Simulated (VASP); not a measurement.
# Zr2HS4 in VASP: a series of runs

Runs on Zr2HS4. Level: PBE+D3(BJ). Tasks: single point.

All numbers are computed with VASP 6.6.1; they aren't measurements. Logs are shortened: lines on timing, memory, paths and dates and some standing lists are left out, and cuts for length are marked.

## (1) The cell of the first run

The cell holds a slab with vacuum, 14 atoms: a = 7.298 Å, b = 7.298 Å, c = 20.917 Å, α = 90.00°, β = 90.00°, γ = 120.00°.

## (2) Single point, PBE+D3(BJ)

The input, INCAR:

```
  ALGO = Normal
  DIPOL = 0.5 0.5 0.283
  EDIFF = 1E-6
  ENCUT = 400
  GGA = PE
  GGA_COMPAT = False
  IDIPOL = 3
  ISIF = 2
  ISMEAR = 0
  IVDW = 12
  LASPH = True
  LCHARG = False
  LDIPOL = True
  LREAL = False
  LWAVE = False
  NBANDS = 62
  NELM = 120
  NELMDL = -8
  PREC = Accurate
  SIGMA = 0.05
```

The input, KPOINTS:

```
k-points
0
Gamma
  6 6 1
```

The input, POSCAR:

```
Zr2HS4
1.0
    7.2976778227      0.0000000000      0.0000000000
   -3.6488389114      6.3199743831      0.0000000000
    0.0000000000      0.0000000000     20.9171506047
S Zr H
8 4 2
Direct
    0.3333333333      0.1666666667      0.1912306354
    0.3333333333      0.6666666667      0.1912306354
    0.8333333333      0.1666666667      0.1912306354
    0.8333333333      0.6666666667      0.1912306354
    0.1666666667      0.3333333333      0.3306927762
    0.1666666667      0.8333333333      0.3306927762
    0.6666666667      0.3333333333      0.3306927762
    0.6666666667      0.8333333333      0.3306927762
    0.0000000000      0.0000000000      0.2609617058
    0.0000000000      0.5000000000      0.2609617058
    0.5000000000      0.0000000000      0.2609617058
    0.5000000000      0.5000000000      0.2609617058
    0.3869988249      0.7739976498      0.4134000260
    0.4463345084      0.8926690169      0.4134000260
```

Potentials or basis: VASP PAW PBE potentials, release 64 (S, Zr_sv, H).

Run with:

```console
cat potpaw_PBE.64/S/POTCAR potpaw_PBE.64/Zr_sv/POTCAR potpaw_PBE.64/H/POTCAR > POTCAR
mpirun -np 1 vasp_std > vasp.out
```

OUTCAR:

```text
EDIFF = 1E-6
   ENCUT = 400
   GGA = PE
   ISIF = 2
   ISMEAR = 0
   IVDW = 12
   LASPH = True
   LREAL = False
   NELM = 120
   NELMDL = -8
   PREC = Accurate
 IVDW          = 12

 ion  position               nearest neighbor table
   1  0.333  0.167  0.191-   9 2.56  12 2.56  11 2.56
   2  0.333  0.667  0.191-  10 2.56  11 2.56  12 2.56
   3  0.833  0.167  0.191-  11 2.56  10 2.56   9 2.56
   4  0.833  0.667  0.191-  12 2.56   9 2.56  10 2.56
   5  0.167  0.333  0.331-  12 2.56   9 2.56  10 2.56
   6  0.167  0.833  0.331-  11 2.56  10 2.56   9 2.56
   7  0.667  0.333  0.331-  10 2.56  11 2.56  12 2.56
   8  0.667  0.833  0.331-   9 2.56  12 2.56  11 2.56
   9  0.000  0.000  0.261-   1 2.56   8 2.56   5 2.56   4 2.56   6 2.56   3 2.56  12 3.65  12 3.65
                            11 3.65  11 3.65  10 3.65  10 3.65
  10  0.000  0.500  0.261-   2 2.56   7 2.56   6 2.56   3 2.56   4 2.56   5 2.56  11 3.65  11 3.65
                            12 3.65  12 3.65   9 3.65   9 3.65
  11  0.500  0.000  0.261-   3 2.56   6 2.56   2 2.56   7 2.56   1 2.56   8 2.56  10 3.65  10 3.65
                             9 3.65   9 3.65  12 3.65  12 3.65
  12  0.500  0.500  0.261-   4 2.56   5 2.56   1 2.56   8 2.56   7 2.56   2 2.56   9 3.65   9 3.65
                            10 3.65  10 3.65  11 3.65  11 3.65
  13  0.387  0.774  0.413-  14 0.75
  14  0.446  0.893  0.413-  13 0.75

  LATTYP: Found a hexagonal cell.
 ALAT       =     7.2976778227
 C/A-ratio  =     2.8662748771

  Lattice vectors:

 A1 = (   7.2976778227,   0.0000000000,   0.0000000000)
 A2 = (  -3.6488389114,   6.3199743831,   0.0000000000)
 A3 = (   0.0000000000,   0.0000000000,  20.9171506047)

Analysis of symmetry for initial positions (statically):
=====================================================================
 Subroutine PRICEL returns:
 Original cell was already a primitive cell.

 Routine SETGRP: Setting up the symmetry group for a
 hexagonal supercell.

 Subroutine GETGRP returns: Found  2 space group operations
 (whereof  2 operations were pure point group operations)
 out of a pool of 24 trial point group operations.

The static configuration has the point symmetry C_1h.

Analysis of symmetry for dynamics (positions and initial velocities):
=====================================================================
 Subroutine PRICEL returns:
 Original cell was already a primitive cell.

 Routine SETGRP: Setting up the symmetry group for a
 hexagonal supercell.

 Subroutine GETGRP returns: Found  2 space group operations
 (whereof  2 operations were pure point group operations)
 out of a pool of 24 trial point group operations.

The dynamic configuration has the point symmetry C_1h.

 Subroutine INISYM returns: Found  2 space group operations
 (whereof  2 operations are pure point group operations),
 and found     1 'primitive' translations

----------------------------------------------------------------------------------------

                                     Primitive cell

  volume of cell :     964.7228

  direct lattice vectors                    reciprocal lattice vectors
     7.297677823  0.000000000  0.000000000     0.137029891  0.079114245  0.000000000
    -3.648838911  6.319974383  0.000000000     0.000000000  0.158228489  0.000000000
     0.000000000  0.000000000 20.917150605     0.000000000  0.000000000  0.047807659

  length of vectors
     7.297677823  7.297677823 20.917150605     0.158228489  0.158228489  0.047807659

  position of ions in fractional coordinates (direct lattice)
     0.333333333  0.166666667  0.191230635
     0.333333333  0.666666667  0.191230635
     0.833333333  0.166666667  0.191230635
     0.833333333  0.666666667  0.191230635
     0.166666667  0.333333333  0.330692776
     0.166666667  0.833333333  0.330692776
     0.666666667  0.333333333  0.330692776
     0.666666667  0.833333333  0.330692776
     0.000000000  0.000000000  0.260961706
     0.000000000  0.500000000  0.260961706
     0.500000000  0.000000000  0.260961706
     0.500000000  0.500000000  0.260961706
     0.386998825  0.773997650  0.413400026
     0.446334508  0.892669017  0.413400026

  ion indices of the primitive-cell ions
   primitive index   ion index
                 1           1
                 2           2
                 3           3
                 4           4
                 5           5
                 6           6
                 7           7
                 8           8
                 9           9
                10          10
                11          11
                12          12
                13          13
                14          14

----------------------------------------------------------------------------------------

 KPOINTS: k-points

Automatic generation of k-mesh.
 Grid dimensions read from file:
 generate k-points for:    6    6    1

 Generating k-lattice:

  Cartesian coordinates                     Fractional coordinates (reciprocal lattice)
     0.022838315  0.013185707  0.000000000     0.166666667  0.000000000  0.000000000
     0.000000000  0.026371415  0.000000000     0.000000000  0.166666667  0.000000000
     0.000000000  0.000000000  0.047807659     0.000000000  0.000000000  1.000000000

  Length of vectors
     0.026371415  0.026371415  0.047807659

  Shift w.r.t. Gamma in fractional coordinates (k-lattice)
     0.000000000  0.000000000  0.000000000

 Subroutine IBZKPT returns following result:
 ===========================================

 Found     13 irreducible k-points:

 Following reciprocal coordinates:
            Coordinates               Weight
  0.000000  0.000000  0.000000      1.000000
  0.166667  0.000000  0.000000      4.000000
  0.000000  0.166667  0.000000      2.000000
  0.333333  0.000000  0.000000      4.000000
  0.000000  0.333333  0.000000      2.000000
  0.500000  0.000000  0.000000      2.000000
  0.000000  0.500000  0.000000      1.000000
  0.166667  0.166667  0.000000      4.000000
 -0.333333  0.166667  0.000000      2.000000
  0.333333  0.166667  0.000000      4.000000
 -0.166667  0.500000  0.000000      4.000000
  0.500000  0.333333  0.000000      4.000000
  0.333333  0.333333  0.000000      2.000000
   k-points           NKPTS =     13   k-points in BZ     NKDIM =     13   number of bands    NBANDS=     62
   number of dos      NEDOS =    301   number of ions     NIONS =     14
   total plane-waves  NPLWV = 322560
   dimension x,y,z NGX =    48 NGY =   48 NGZ =  140
   dimension x,y,z NGXF=    96 NGYF=   96 NGZF=  280
   ions per type =               8   4   2
   NGX,Y,Z   is equivalent  to a cutoff of  10.93, 10.93, 11.13 a.u.
   NGXF,Y,Z  is equivalent  to a cutoff of  21.87, 21.87, 22.25 a.u.
 SYSTEM =  unknown system
   PREC   = accura    normal or accurate (medium, high low for compatibility)
   ISTART =      0    job   : 0-new  1-cont  2-samecut
   ICHARG =      2    charge: 1-file 2-atom 10-const
   ISPIN  =      1    spin polarized calculation?
   LNONCOLLINEAR =      F non collinear calculations
   LSORBIT =      F    spin-orbit coupling
   LASPH  =      T    aspherical Exc in radial PAW
   ENCUT  =  400.0 eV  29.40 Ry    5.42 a.u.  11.90 11.90 34.11*2*pi/ulx,y,z
   NELM   =    120;   NELMIN=  2; NELMDL= -8     # of ELM steps
   EDIFF  = 0.1E-05   stopping-criterion for ELM
   LREAL  =      F    real-space projection
   EDIFFG = 0.1E-04   stopping-criterion for IOM
   NSW    =      0    number of steps for IOM
   IBRION =     -1    ionic relax: 0-MD 1-quasi-New 2-CG
   NFREE  =      0    steps in history (QN), initial steepest desc. (CG)
   ISIF   =      2    stress and relaxation
   ISYM   =      2    0-nonsym 1-usesym 2-fastsym
   POTIM  = 0.5000    time-step for ionic-motion
   TEBEG  =    0.0;   TEEND  =   0.0 temperature during run
   PSTRESS=    0.0 pullay stress
   NELECT =      98.0000    total number of electrons
   NUPDOWN=      -1.0000    fix difference up-down
   EMIN   =  10.00;   EMAX   =-10.00  energy-range for DOS
   EFERMI =   0.00;   METHOD = LEGACY
   ISMEAR =     0;   SIGMA  =   0.05  broadening in eV -4-tet -1-fermi 0-gaus
   EFERMI_NEDOS =   21; number of points for ismear=-14 and -15
   IALGO  =     38    algorithm
   IMIX   =      4    mixing-type and parameters
     AMIX     =   0.40;   BMIX     =  1.00
     AMIX_MAG =   1.60;   BMIX_MAG =  1.00
  volume/ion in A,a.u.               =      68.91       465.02
  Fermi-wavevector in a.u.,A,eV,Ry     =   0.763864  1.443494  7.938838  0.583488
  Thomas-Fermi vector in A             =   1.863639
   LORBIT       =      0    0 simple, 1 ext, 2 COOP (PROOUT), +10 PAW based schemes
   GGA     = PE    functional components
   LHFCALC =     F    Hartree Fock is set to
   AEXX    =    0.0000 exact exchange contribution
   IVDW    =    12    specifies the selected vdW correction
   LEPSILON=     F    determine dielectric tensor
   LRPA    =     F    only Hartree local field effects (RPA)
 non-spin polarized calculation
 Gauss-broadening in eV      SIGMA  =   0.05
  energy-cutoff  :      400.00
  volume of cell :      964.72
 maximum number of plane-waves:     17598
   NGX = 23   NGY = 23   NGZ = 69

 dipolmoment           0.000000      0.000000      0.006210 electrons x Angstroem

 number of electron      98.0000014 magnetization

 dipolmoment           0.000000      0.000000     -0.023417 electrons x Angstroem

 Free energy of the ion-electron system (eV)
  ---------------------------------------------------
  ext. energy  EPLUGINS =         0.00000000
  ---------------------------------------------------
  free energy    TOTEN  =       -92.03758271 eV

  energy without entropy =      -92.03758271  energy(sigma->0) =      -92.03758271

 E-fermi :  -3.0047     XC(G=0):  -3.2500

 val. band max:       -3.2536836845   @ k =   0.0000   0.0000   0.0000
 cond. band min:      -2.1573708622   @ k =   0.0000   0.0000   0.0000
 fundamental gap:      1.0963128223
 Fermi energy:        -3.0046517755

 k-point     1 :       0.0000    0.0000    0.0000
  band No.  band energies     occupation
      1     -52.0950      2.00000
      2     -52.0806      2.00000
      3     -52.0673      2.00000
      4     -52.0584      2.00000
      5     -30.2812      2.00000
      6     -30.2722      2.00000
[... 53 lines left out ...]
     60       0.5298      0.00000
     61       0.5351      0.00000

 k-point     2 :       0.1667    0.0000    0.0000
  band No.  band energies     occupation
      1     -52.0938      2.00000
      2     -52.0813      2.00000
      3     -52.0673      2.00000
      4     -52.0589      2.00000
      5     -30.2685      2.00000
      6     -30.2613      2.00000
[... 53 lines left out ...]
     60       0.4426      0.00000
     61       0.4486      0.00000

 k-point     3 :       0.0000    0.1667    0.0000
  band No.  band energies     occupation
      1     -52.0941      2.00000
      2     -52.0806      2.00000
      3     -52.0681      2.00000
      4     -52.0585      2.00000
      5     -30.2707      2.00000
      6     -30.2557      2.00000
[... 629 lines left out ...]
     60       0.2774      0.00000
     61       0.4237      0.00000

 k-point    13 :       0.3333    0.3333    0.0000
  band No.  band energies     occupation
      1     -52.0883      2.00000
      2     -52.0844      2.00000
      3     -52.0690      2.00000
      4     -52.0597      2.00000
      5     -30.1913      2.00000
      6     -30.1887      2.00000
[... 53 lines left out ...]
     60       0.3148      0.00000
     61       0.3408      0.00000
 [bands above 61 left out]

------------------------ aborting loop because EDIFF is reached ----------------------------------------

 vacuum level on the upper side and lower side of the slab       (xc-potential included)        -0.128        -0.026

 Edisp (eV)   -3.06887

 E8    (eV) :    -1.3731

  FORCE on cell =-STRESS in cart. coord.  units (eV):
  Direction    XX          YY          ZZ          XY          YZ          ZX
  --------------------------------------------------------------------------------------
  -------------------------------------------------------------------------------------
  Total       1.04148    -0.71482     1.83874     0.00000    -0.23927     0.00000
  in kB       1.72966    -1.18715     3.05371     0.00000    -0.39738     0.00000
  external pressure =        1.20 kB  Pullay stress =        0.00 kB

 VOLUME and BASIS-vectors are now :
 -----------------------------------------------------------------------------
  energy-cutoff  :      400.00
  volume of cell :      964.72
      direct lattice vectors                 reciprocal lattice vectors
     7.297677823  0.000000000  0.000000000     0.137029891  0.079114245  0.000000000
    -3.648838911  6.319974383  0.000000000     0.000000000  0.158228489  0.000000000
     0.000000000  0.000000000 20.917150605     0.000000000  0.000000000  0.047807659

 POSITION                                       TOTAL-FORCE (eV/Angst)
 -----------------------------------------------------------------------------------
      1.82442      1.05333      4.00000         0.012047      0.007706     -0.012952
     -0.00000      4.21332      4.00000         0.000000     -0.002851      0.017675
      5.47326      1.05333      4.00000        -0.012047      0.007706     -0.012952
      3.64884      4.21332      4.00000         0.000000     -0.032130     -0.027574
      0.00000      2.10666      6.91715        -0.000000      0.015491      0.066806
     -1.82442      5.26665      6.91715        -0.345527      0.014095     -0.414439
      3.64884      2.10666      6.91715         0.000000     -0.018128      0.062982
      1.82442      5.26665      6.91715         0.345527      0.014095     -0.414439
      0.00000      0.00000      5.45858         0.000000     -0.059394     -0.003000
     -1.82442      3.15999      5.45858        -0.006174      0.078749     -0.028658
      3.64884      0.00000      5.45858         0.000000     -0.008306     -0.185056
      1.82442      3.15999      5.45858         0.006174      0.078749     -0.028658
     -0.00000      4.89165      8.64715        -0.000000      0.016156      0.478076
     -0.00000      5.64165      8.64715         0.000000     -0.111938      0.502187
 -----------------------------------------------------------------------------------
    total drift:                                0.000000      0.000001      0.000615

  FREE ENERGIE OF THE ION-ELECTRON SYSTEM (eV)
  ---------------------------------------------------
  free  energy   TOTEN  =       -95.1064533297 eV

  energy  without entropy=      -95.1064533297  energy(sigma->0) =      -95.10645333

 vacuum level on the upper side and lower side of the slab         3.004         3.109
```

Run time: 12 min. Hardware: 1 thread of Intel Xeon 6975P-C (Granite Rapids), shared host; peak memory 0.9 GiB.

Results:

- Free energy: -95.1065 eV
- Largest force: 0.540 eV/Å
- Band gap on the k mesh: 1.10 eV
- Dispersion energy per atom: -0.219 eV

Forces on the atoms (eV/Å):
```
S    0.012  0.008 -0.013
S    0.000 -0.003  0.018
S   -0.012  0.008 -0.013
S    0.000 -0.032 -0.028
S    0.000  0.015  0.067
S   -0.346  0.014 -0.414
S    0.000 -0.018  0.063
S    0.346  0.014 -0.414
Zr   0.000 -0.059 -0.003
Zr  -0.006  0.079 -0.029
Zr   0.000 -0.008 -0.185
Zr   0.006  0.079 -0.029
H    0.000  0.016  0.478
H    0.000 -0.112  0.502
```

## (3) Single point, PBE+D3(BJ)

The input, INCAR:

```
ALGO = Normal
DIPOL = 0.5 0.5 0.285
EDIFF = 1E-6
ENCUT = 400
GGA = PE
GGA_COMPAT = F
IDIPOL = 3
ISIF = 2
ISMEAR = 0
IVDW = 12
LASPH = T
LCHARG = T
LDIPOL = T
LELF = T
LREAL = F
LVACPOTAV = T
LVHAR = T
LWAVE = F
NBANDS = 62
NELM = 120
NELMDL = -8
PREC = Accurate
SIGMA = 0.05
```

KPOINTS is that of step 2.

POSCAR: that of step 2 with these lines changed.

```diff
@@ -20,3 +20,3 @@
     0.5000000000      0.5000000000      0.2609617058
-    0.3869988249      0.7739976498      0.4134000260
-    0.4463345084      0.8926690169      0.4134000260
+    0.3699497052      0.7398994103      0.4286984769
+    0.4633836282      0.9267672564      0.4286984769
```

Potentials or basis: VASP PAW PBE potentials, release 64 (S, Zr_sv, H).

Run with:

```console
cat potpaw_PBE.64/S/POTCAR potpaw_PBE.64/Zr_sv/POTCAR potpaw_PBE.64/H/POTCAR > POTCAR
mpirun -np 1 vasp_std > vasp.out
```

It took 19 min on 1 thread of Intel Xeon Platinum 8488C (Sapphire Rapids), shared host; peak memory 0.9 GiB.

Results (log left out):

* Free energy: -93.8999 eV
* Largest force: 4.669 eV/Å
* Band gap on the k mesh: 1.10 eV
* Dispersion energy per atom: -0.222 eV

Forces on the atoms (eV/Å):
```
S    0.010  0.010 -0.018
S    0.000 -0.005  0.016
S   -0.010  0.010 -0.018
S    0.000 -0.028 -0.021
S    0.000  0.024  0.078
S   -0.143  0.007 -0.221
S    0.000 -0.017  0.076
S    0.143  0.007 -0.221
Zr   0.000 -0.063  0.010
Zr   0.003  0.078 -0.020
Zr   0.000 -0.045 -0.084
Zr  -0.003  0.078 -0.020
H    0.000  4.607  0.216
H    0.000 -4.663  0.226
```

Levels at points of the mesh, in eV from the valence-band top:
| k point | band 46 | band 47 | band 48 | band 49 | band 50 | band 51 | band 52 | band 53 |
| --- | --- | --- | --- | --- | --- | --- | --- | --- |
| (0.00, 0.00, 0.00) | -0.92 | -0.60 | 0.00 | 0.00 | 1.10 | 1.10 | 1.12 | 1.70 |
| (0.50, 0.00, 0.00) | -0.85 | -0.84 | -0.51 | -0.44 | 1.48 | 1.51 | 2.28 | 2.28 |
| (0.00, 0.50, 0.00) | -0.85 | -0.85 | -0.50 | -0.35 | 1.47 | 1.50 | 2.28 | 2.28 |

(Part 1 of 2 ends here.)
